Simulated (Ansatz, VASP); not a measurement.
# LiH: VASP beside Ansatz

Contents of INCAR:

```
PREC = Accurate
ENCUT = 520
EDIFF = 1E-7
ISMEAR = 0
SIGMA = 0.05
LREAL = F
LASPH = T
NELM = 100
ALGO = Normal
ISIF = 2
LWAVE = F
LCHARG = F
GGA = CA
NBANDS = 9
```

KPOINTS

```
Automatic mesh
0
Gamma
  10 10 10
```

Contents of POSCAR:

```
LiH
1.0
    0.0000000000      2.1138000000      2.1951000000
    2.1138000000      0.0000000000      2.1951000000
    2.1138000000      2.1138000000      0.0000000000
Li H
1 1
Direct
    0.0000000000      0.0000000000      0.0000000000
    0.5000000000      0.5000000000      0.5000000000
```

Input for Ansatz:

```yaml
crystal:
  lattice:
    - [0.0, 2.1138, 2.1951]
    - [2.1138, 0.0, 2.1951]
    - [2.1138, 2.1138, 0.0]
  atoms:
    - { symbol: Li, position: [0.0, 0.0, 0.0] }
    - { symbol: H, position: [0.5, 0.5, 0.5] }
basis:
  ecutwfc: 420
kpoints:
  mp_grid: { grid: [10, 10, 10] }
hamiltonian:
  xc: lda
scf:
  occupations: { method: gaussian, width: 0.05 }
output:
  forces: true
  stress: true
  eigenvalues: true
```

Change from the starting cell: strain +0.040 along x and y, +0.080 along z, atoms carried along.

Alike in both runs: task single point; functional LDA; k mesh 10 × 10 × 10; occupations gaussian, width 0.05 eV; no spin polarisation.

```csv
,VASP,Ansatz
version,VASP 6.6.1,Ansatz 0.2.0
potentials or method,"VASP PAW LDA potentials, release 64 (Li_sv, H), cutoff 520 eV","scalar-relativistic, plane waves, PAW"
valence electrons in the cell,4,4
```

Ansatz gave:

```
gap on the k mesh at the Fermi level (eV) : 2.39
least direct gap on the mesh (eV)         : 2.67
```

Task: What did VASP give for the same quantities?

Result: gap on the k mesh at the Fermi level (eV): 2.39; least direct gap on the mesh (eV): 2.66.

LDA's correlation is that of Perdew and Zunger in VASP and of Perdew and Wang (1992) in Ansatz.

Noted on VASP's run: the cutoff is short for stress, so the pressure is rough.
